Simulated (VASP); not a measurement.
# W5C (P-6m2) in VASP: a series of runs

Runs on W5C. Level: PBE. Tasks: relaxation of cell and atoms, single point.

Everything below comes from runs of VASP 6.6.1. Logs are shortened: lines on timing, memory, paths and dates and some standing lists are left out, and cuts for length are marked.

## Step 1: The cell of the first run

The structure is hexagonal, space group P-6m2 (No. 187). The conventional cell has a = 2.837 Å, b = 2.837 Å, c = 12.604 Å, α = 90.00°, β = 90.00°, γ = 120.00°. Within 2.9 Å of W (site symmetry 3m) lie 3 C at 2.17 Å and 7 W at 2.84 to 2.85 Å. Within 3.7 Å of W (site symmetry 3m) lie 12 W at 2.84 to 2.94 Å. W (site symmetry -6m2) has 12 W at 2.84 to 2.93 Å within 3.7 Å. Within 2.9 Å of C (site symmetry -6m2) lie 6 W at 2.17 Å and 6 C at 2.84 Å.

## Step 2: Relaxation of cell and atoms, PBE

File INCAR:

```
ALGO = Normal
EDIFF = 1E-6
EDIFFG = -0.01
ENCUT = 600
GGA = PE
IBRION = 2
ISIF = 3
ISMEAR = 0
LASPH = True
LCHARG = False
LREAL = False
LWAVE = False
NELM = 80
NSW = 100
PREC = Accurate
SIGMA = 0.1
```

File KPOINTS:

```
k-points
0
Gamma
  12 12 4
```

File POSCAR:

```
W5C
1.0
    2.8371031521      0.0000000000      0.0000000000
   -1.4185515761      2.4570034029      0.0000000000
    0.0000000000      0.0000000000     12.6039385881
W C
5 1
Direct
    0.0000000000      0.0000000000      0.1131176813
    0.0000000000      0.0000000000      0.8868823187
    0.3333333333      0.6666666667      0.6929180573
    0.3333333333      0.6666666667      0.3070819427
    0.6666666667      0.3333333333      0.5000000000
    0.3333333333      0.6666666667      0.0000000000
```

Potentials or basis: VASP PAW PBE potentials, release 64 (W_sv, C).

Command:

```
$ cat potpaw_PBE.64/W_sv/POTCAR potpaw_PBE.64/C/POTCAR > POTCAR
$ mpirun -np 1 vasp_std > vasp.out
```

OUTCAR:

```text
EDIFF = 1E-6
   EDIFFG = -0.01
   ENCUT = 600
   GGA = PE
   IBRION = 2
   ISIF = 3
   ISMEAR = 0
   LASPH = True
   LREAL = False
   NELM = 80
   NSW = 100
   PREC = Accurate

 ion  position               nearest neighbor table
   1  0.000  0.000  0.113-   6 2.17   6 2.17   6 2.17   2 2.85   4 2.94   4 2.94   4 2.94
   2  0.000  0.000  0.887-   6 2.17   6 2.17   6 2.17   1 2.85   3 2.94   3 2.94   3 2.94
   3  0.333  0.667  0.693-   5 2.93   5 2.93   5 2.93   2 2.94   2 2.94   2 2.94
   4  0.333  0.667  0.307-   5 2.93   5 2.93   5 2.93   1 2.94   1 2.94   1 2.94
   5  0.667  0.333  0.500-   3 2.93   4 2.93   3 2.93   4 2.93   3 2.93   4 2.93
   6  0.333  0.667  0.000-   1 2.17   2 2.17   1 2.17   2 2.17   1 2.17   2 2.17

  LATTYP: Found a hexagonal cell.
 ALAT       =     2.8371031521
 C/A-ratio  =     4.4425380088

  Lattice vectors:

 A1 = (   2.8371031521,   0.0000000000,   0.0000000000)
 A2 = (  -1.4185515761,   2.4570034029,   0.0000000000)
 A3 = (   0.0000000000,   0.0000000000,  12.6039385881)

Analysis of symmetry for initial positions (statically):
=====================================================================
 Subroutine PRICEL returns:
 Original cell was already a primitive cell.

 Routine SETGRP: Setting up the symmetry group for a
 hexagonal supercell.

 Subroutine GETGRP returns: Found 12 space group operations
 (whereof 12 operations were pure point group operations)
 out of a pool of 24 trial point group operations.

The static configuration has the point symmetry D_3h.

Analysis of symmetry for dynamics (positions and initial velocities):
=====================================================================
 Subroutine PRICEL returns:
 Original cell was already a primitive cell.

 Routine SETGRP: Setting up the symmetry group for a
 hexagonal supercell.

 Subroutine GETGRP returns: Found 12 space group operations
 (whereof 12 operations were pure point group operations)
 out of a pool of 24 trial point group operations.

The dynamic configuration has the point symmetry D_3h.

 Subroutine INISYM returns: Found 12 space group operations
 (whereof 12 operations are pure point group operations),
 and found     1 'primitive' translations

----------------------------------------------------------------------------------------

                                     Primitive cell

  volume of cell :      87.8592

  direct lattice vectors                    reciprocal lattice vectors
     2.837103152  0.000000000  0.000000000     0.352472204  0.203499922  0.000000000
[... 115 lines left out ...]
  volume/ion in A,a.u.               =      14.64        98.82
  Fermi-wavevector in a.u.,A,eV,Ry     =   1.546048  2.921607 32.521528  2.390265
  Thomas-Fermi vector in A             =   2.651340
   LORBIT       =      0    0 simple, 1 ext, 2 COOP (PROOUT), +10 PAW based schemes
   GGA     = PE    functional components
   LHFCALC =     F    Hartree Fock is set to
   AEXX    =    0.0000 exact exchange contribution
   IVDW    =     0    specifies the selected vdW correction
   LEPSILON=     F    determine dielectric tensor
   LRPA    =     F    only Hartree local field effects (RPA)
 conjugate gradient relaxation of ions
 non-spin polarized calculation
 Gauss-broadening in eV      SIGMA  =   0.10
  energy-cutoff  :      600.00
  volume of cell :       87.86
 maximum number of plane-waves:      2966
 NGX is ok and might be reduce to    24
   NGX = 11   NGY = 11   NGZ = 51

--------------------------------------- Ionic step        1  -------------------------------------------

 number of electron      74.0000005 magnetization

 Free energy of the ion-electron system (eV)
  ---------------------------------------------------
  ext. energy  EPLUGINS =         0.00000000
  ---------------------------------------------------
  free energy    TOTEN  =       -72.18539224 eV

  energy without entropy =      -72.15861281  energy(sigma->0) =      -72.17200252

------------------------ aborting loop because EDIFF is reached ----------------------------------------

  FORCE on cell =-STRESS in cart. coord.  units (eV):
  Direction    XX          YY          ZZ          XY          YZ          ZX
  --------------------------------------------------------------------------------------
  -------------------------------------------------------------------------------------
  Total       -0.1148993     -0.1148993     -0.0521501      0.0000000     -0.0000000     -0.0000000
  in kB       -2.0952747     -2.0952747     -0.9509961      0.0000000     -0.0000000     -0.0000000
  external PRESSURE =      -1.7138485 kB  Pullay stress =       0.0000000 kB
[... 101 lines left out ...]
  FREE ENERGIE OF THE ION-ELECTRON SYSTEM (eV)
  ---------------------------------------------------
  free  energy   TOTEN  =       -72.1861059133 eV

  energy  without entropy=      -72.1595552856  energy(sigma->0) =      -72.17283060

[... ionic steps 4 to 13 ...]

--------------------------------------- Ionic step       14  -------------------------------------------

 number of electron      74.0000005 magnetization

------------------------ aborting loop because EDIFF is reached ----------------------------------------
[... 75 lines left out ...]
--------------------------------------- Ionic step       16  -------------------------------------------

 number of electron      74.0000005 magnetization

 Free energy of the ion-electron system (eV)
  ---------------------------------------------------
  ext. energy  EPLUGINS =         0.00000000
  ---------------------------------------------------
  free energy    TOTEN  =       -72.18625429 eV

  energy without entropy =      -72.15964936  energy(sigma->0) =      -72.17295183

 E-fermi :  10.5109     XC(G=0): -13.4339

 val. band max:       10.5037529888   @ k =   0.4167   0.0000   0.2500
 cond. band min:      10.5138670942   @ k =   0.4167   0.0833   0.0000
 fundamental gap:      0.0101141054
 Fermi energy:        10.5109351401

 k-point     1 :       0.0000    0.0000    0.0000
  band No.  band energies     occupation
      1     -63.4525      2.00000
      2     -63.4337      2.00000
      3     -63.2875      2.00000
      4     -63.2349      2.00000
      5     -63.2218      2.00000
      6     -28.0640      2.00000
[... 1117 lines left out ...]
     43      13.3832      0.00000
     44      13.5950      0.00000

 [... further k-points ...]
[... 5 lines left out ...]
  --------------------------------------------------------------------------------------
  -------------------------------------------------------------------------------------
  Total       -0.0020585     -0.0020585      0.0242813      0.0000000     -0.0000000     -0.0000000
  in kB       -0.0375855     -0.0375855      0.4433501      0.0000000     -0.0000000     -0.0000000
  external PRESSURE =       0.1227264 kB  Pullay stress =       0.0000000 kB
[... 21 lines left out ...]
  FREE ENERGIE OF THE ION-ELECTRON SYSTEM (eV)
  ---------------------------------------------------
  free  energy   TOTEN  =       -72.1862542944 eV

  energy  without entropy=      -72.1596493608  energy(sigma->0) =      -72.17295183

 reached required accuracy - stopping structural energy minimisation
```

OSZICAR:

```text
N       E                     dE             d eps       ncg     rms          rms(c)
DAV:   1     0.105646061889E+04    0.10565E+04   -0.46883E+04  5016   0.217E+03
DAV:   2    -0.455408735853E+01   -0.10610E+04   -0.10425E+04  5076   0.669E+02
DAV:   3    -0.747171770212E+02   -0.70163E+02   -0.67414E+02  5860   0.153E+02
[... 114 lines left out ...]
  15 F= -.72186240E+02 E0= -.72172940E+02  d E =-.401890E-04
       N       E                     dE             d eps       ncg     rms          rms(c)
DAV:   1    -0.721862247794E+02    0.15316E-04   -0.24515E-03  5544   0.581E-01    0.186E-02
DAV:   2    -0.721862615007E+02   -0.36721E-04   -0.42778E-04  5424   0.132E-01    0.153E-02
DAV:   3    -0.721862550373E+02    0.64635E-05   -0.74778E-05  6036   0.576E-02    0.110E-02
DAV:   4    -0.721862542944E+02    0.74289E-06   -0.43141E-06  4608   0.126E-02
  16 F= -.72186254E+02 E0= -.72172952E+02  d E =-.141070E-04
```

CONTCAR:

```text
W5C
   1.00000000000000
     2.8367977031222669    0.0000000000000063   -0.0000000000000000
    -1.4183988516111230    2.4567388763257121    0.0000000000000000
    -0.0000000000000000   -0.0000000000000000   12.5906515924352753
  W               C
     5     1
Direct
     0.0000000000000000    0.0000000000000000    0.1135717063189605
     0.0000000000000000    1.0000000000000000    0.8864282936810396
     0.3333333332999970    0.6666666667000030    0.6928327596896159
     0.3333333332999970    0.6666666667000030    0.3071672403103841
     0.6666666667000030    0.3333333332999970    0.5000000000000000
     0.3333333332999970    0.6666666667000030    0.0000000000000000

  0.00000000E+00  0.00000000E+00  0.00000000E+00
  0.00000000E+00  0.00000000E+00  0.00000000E+00
  0.00000000E+00  0.00000000E+00  0.00000000E+00
  0.00000000E+00  0.00000000E+00  0.00000000E+00
  0.00000000E+00  0.00000000E+00  0.00000000E+00
  0.00000000E+00  0.00000000E+00  0.00000000E+00
```

Run time: 24 min. Hardware: 1 thread of Intel Xeon Platinum 8259CL at 2.50GHz (Skylake/Cascade Lake), shared host; peak memory 0.4 GiB.

Results:

| Property | Result |
| --- | --- |
| Free energy | -72.1863 eV |
| Relaxed volume | 14.62 Å³/atom |
| Relaxed cell | a = 2.837 Å, b = 2.837 Å, c = 12.591 Å, α = 90.00°, β = 90.00°, γ = 120.00° |
| Space group after relaxing (to 0.05 Å) | P-6m2 (No. 187) |
| Energy gained by relaxing | 0.1 meV/atom |
| Ionic steps | 16 |
| Pressure after relaxing | 0.0 GPa |
| Largest force after relaxing | 0.008 eV/Å |
| Band gap on the k mesh | zero (band 37 reaches 11.26 eV, above the bottom of band 38 at 10.12 eV) |

Forces in eV/Å, atoms in the order of the input:
```
W    0.000  0.000  0.001
W    0.000  0.000 -0.001
W    0.000  0.000 -0.008
W    0.000  0.000  0.008
W    0.000  0.000  0.000
C    0.000  0.000  0.000
```

Step by step:
| step | energy change (eV) | largest force (eV/Å) | pressure (GPa) | volume (Å³) |
| --- | --- | --- | --- | --- |
| 1 | 0.0000 | 0.1462 | -0.17 | 87.86 |
| 2 | -0.0004 | 0.0628 | 0.30 | 87.66 |
| 3 | -0.0007 | 0.0187 | 0.12 | 87.74 |
| 4 | -0.0007 | 0.0249 | -0.30 | 87.83 |
| 5 | -0.0008 | 0.0208 | -0.15 | 87.79 |
| 6 | -0.0008 | 0.0203 | -0.09 | 87.78 |
| 7 | -0.0008 | 0.0199 | -0.07 | 87.79 |
| 8 | -0.0008 | 0.0204 | -0.10 | 87.79 |
| 9 | -0.0008 | 0.0115 | 0.11 | 87.72 |
| 10 | -0.0008 | 0.0145 | 0.05 | 87.75 |
| 11 | -0.0008 | 0.0156 | 0.01 | 87.75 |
| 12 | -0.0008 | 0.0146 | -0.01 | 87.75 |
| 13 | -0.0008 | 0.0146 | 0.02 | 87.75 |
| 14 | -0.0008 | 0.0144 | 0.01 | 87.75 |
| 15 | -0.0008 | 0.0135 | 0.01 | 87.75 |
| 16 | -0.0009 | 0.0075 | 0.01 | 87.75 |

Final structure:
```
W C
1.0
     2.83680    0.00000    0.00000
    -1.41840    2.45674    0.00000
     0.00000    0.00000   12.59065
W C
5 1
Cartesian
  0.0000 0.0000 1.4299
  -1.4184 2.4567 11.1607
  0.0000 1.6378 8.7232
  0.0000 1.6378 3.8674
  1.4184 0.8189 6.2953
  0.0000 1.6378 0.0000
```

Caveat: spin-orbit coupling is left out, which moves the levels of the heavy elements.

## Step 3: Single point, PBE

File INCAR:

```
PREC     = Accurate       # precision mode
ENCUT    = 520            # plane-wave cutoff, eV
EDIFF    = 1E-7           # SCF threshold, eV
ISMEAR   = 0              # smearing method
SIGMA    = 0.2            # smearing width, eV
LREAL    = F              # projectors in reciprocal space
LASPH    = T              # aspherical terms in the spheres
NELM     = 60             # most SCF steps
ALGO     = Normal         # electronic algorithm
ISIF     = 2              # what is computed and relaxed
LWAVE    = F              # write WAVECAR
LCHARG   = F              # write CHGCAR
GGA      = PE             # functional
NBANDS   = 46             # bands
```

File KPOINTS:

```
Automatic mesh
0
Gamma
  6 6 2
```

POSCAR is that of step 2.

Potentials or basis: VASP PAW PBE potentials, release 64 (W_sv, C).

Command:

```
$ cat potpaw_PBE.64/W_sv/POTCAR potpaw_PBE.64/C/POTCAR > POTCAR
$ mpirun -np 1 vasp_std > vasp.out
```

It took 47 s on 1 thread of Intel Xeon 6975P-C (Granite Rapids), shared host; peak memory 0.24 GiB.

Results (log left out):

| Quantity | Value |
| --- | --- |
| Free energy | -72.1609 eV |
| Pressure | 0.7 GPa |
| Largest force | 0.082 eV/Å |
| Band gap on the k mesh | zero (band 37 reaches 11.24 eV, above the bottom of band 38 at 10.16 eV) |

Forces in eV/Å, atoms in the order of the input:
```
W    0.000  0.000  0.082
W    0.000  0.000 -0.082
W    0.000  0.000 -0.020
W    0.000  0.000  0.020
W    0.000  0.000  0.000
C    0.000  0.000  0.000
```

Stress tensor (GPa, compression positive):
```
0.53 0.00 0.00
0.00 0.53 0.00
0.00 0.00 1.03
```

Levels at points of the mesh, in eV from the Fermi level:
```
           k point  band 34  band 35  band 36  band 37  band 38  band 39  band 40  band 41
(0.00, 0.00, 0.00)    -0.66    -0.42    -0.42    -0.31    -0.31    -0.13    -0.13     0.70
(0.50, 0.00, 0.00)    -0.59    -0.16    -0.14     0.74     1.23     1.35     1.66     4.15
(0.00, 0.00, 0.50)    -0.71    -0.37    -0.37    -0.34    -0.34    -0.05    -0.05     0.61
(0.50, 0.00, 0.50)    -0.72    -0.13     0.07     0.56     0.75     1.35     2.98     3.10
```

Caveat: the k points lie up to 0.43 Å⁻¹ apart; spin-orbit coupling is left out, which moves the levels of the heavy elements.
